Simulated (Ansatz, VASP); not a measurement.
Two plane-wave programs on Te

```
CELL_PARAMETERS angstrom
3.44206 0.00000 0.00000
-1.72103 2.98092 0.00000
0.00000 0.00000 5.62089
ATOMIC_POSITIONS crystal
Te 0.33333 0.66667 0.25000
Te 0.66667 0.33333 0.75000
```

Alike in both runs: task relaxation of cell and atoms; functional PBEsol; k mesh 11 × 11 × 6; occupations fermi-dirac, width 0.1 eV; no spin polarisation.

|  | VASP | Ansatz |
| --- | --- | --- |
| version | VASP 6.6.1 | Ansatz 0.2.0 |
| potentials or method | VASP PAW PBE potentials, release 64 (Te), cutoff 600 eV | plane waves (420 eV) with PAW, scalar-relativistic |
| valence electrons in the cell | 12 | 32 |

|  | VASP | Ansatz | Ansatz less VASP |
| --- | --- | --- | --- |
| relaxed volume (Å³/atom) | 29.38 | 29.37 | -0.008 |
| relaxed cell length with the largest relative difference (Å) | 4.425 | 4.423 | -0.0022 |

VASP's potentials were made for PBE, not for PBEsol, and Ansatz warns of the same on its side. VASP's potentials hold 12 valence electrons a cell and Ansatz's 32, so a difference there can come from the potentials and not from the codes.

Spin-orbit coupling is off throughout.
